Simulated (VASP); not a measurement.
# Pb: single point with LDA

The system is Pb.

```
Pb
1.0
     0.00000    2.52356    2.52356
     2.52356    0.00000    2.52356
     2.52356    2.52356    0.00000
Pb
1
Direct
  0.00000 0.00000 0.00000
```

This cell differs from its parent crystal: volume scaled by 1.06.

```yaml
Program: VASP 6.6.1
Task: single point
Functional: LDA
Potentials_or_basis: VASP PAW LDA potentials, release 64 (Pb_d)
Cutoff: 520 eV
k_mesh: 9 × 9 × 9
Occupations: gaussian, width 0.15 eV
Spin: no spin polarisation
Dipole_correction: no
Further_INCAR_settings: ALGO = Normal; EDIFF = 1e-06; NBANDS = 13
```

```
Pressure               : -4.2 GPa
Band gap on the k mesh : zero (band 7 reaches 13.26 eV, above the bottom of band 8 at 4.94 eV)
```

Levels at points of the mesh, in eV from the Fermi level:
| k point | band 3 | band 4 | band 5 | band 6 | band 7 | band 8 | band 9 | band 10 | band 11 | band 12 |
| --- | --- | --- | --- | --- | --- | --- | --- | --- | --- | --- |
| (0.00, 0.00, 0.00) | -16.84 | -16.72 | -16.72 | -11.25 | 7.03 | 7.03 | 7.03 | 9.92 | 10.86 | 12.23 |

Run time: 14 s on 1 thread of Intel Xeon 8259CL (shared host), peak memory 0.14 GiB.

Caveat: spin-orbit coupling is left out, which moves the levels of the heavy elements.
